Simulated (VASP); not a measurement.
Here is a VASP 6.6.1 calculation.

INCAR

```
PREC = Accurate
ENCUT = 520
EDIFF = 1E-7
ISMEAR = 0
SIGMA = 0.15
LREAL = F
LASPH = T
NELM = 80
ALGO = Normal
ISIF = 2
LWAVE = F
LCHARG = F
GGA = PS
NBANDS = 14
```

Contents of KPOINTS:

```
regular mesh
0
Gamma
  18 18 18
```

POSCAR

```
HfB
1.0
    0.0000000000      2.4255000000      2.4255000000
    2.4255000000      0.0000000000      2.4255000000
    2.4255000000      2.4255000000      0.0000000000
Hf B
1 1
Direct
    0.5000000000      0.5000000000      0.5000000000
    0.0000000000      0.0000000000      0.0000000000
```

Potentials or basis: VASP PAW PBE potentials, release 64 (Hf_pv, B).

Launch:

```console
$ cat potpaw_PBE.64/Hf_pv/POTCAR potpaw_PBE.64/B/POTCAR > POTCAR
$ mpirun -np 1 vasp_std > vasp.out
```

(1) What does it give for the pressure?

## Answers

(1) -6.3 GPa.

Caveat: the cell differs from its parent crystal (strain +0.050 along x and y, +0.050 along z); the PAW data sets were made with another functional, which shifts forces and pressure a little.
